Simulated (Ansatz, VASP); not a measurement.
Two plane-wave programs on In2BiP

```
P In Bi
1.0
     4.50310    0.00000    0.00000
     0.00000    4.50310    0.00000
     0.00000    0.00000    6.43052
P In Bi
1 2 1
Direct
  0.00000 0.00000 0.00000
  0.00000 0.50000 0.78142
  0.50000 0.00000 0.21858
  0.50000 0.50000 0.50000
```

Alike in both runs: task single point; functional r2SCAN; k mesh 6 × 6 × 4; occupations fermi-dirac, width 0.02 eV; no spin polarisation.

|  | VASP | Ansatz |
| --- | --- | --- |
| version | VASP 6.6.1 | Ansatz 0.2.0 |
| potentials or method | VASP PAW PBE potentials, release 64 (P, In_d, Bi_d) | plane waves, PAW |
| plane-wave cutoff (eV) | 520 | 500 |
| valence electrons in the cell | 46 | 46 |

```csv
,VASP,Ansatz,Ansatz less VASP
pressure (GPa),-1.4,-1.3,+0.06
rms of the force components (eV/Å),0.010,0.010,+0.0004
```

VASP's potentials were made for PBE, not for r2SCAN.

Neither program's run includes spin-orbit coupling.
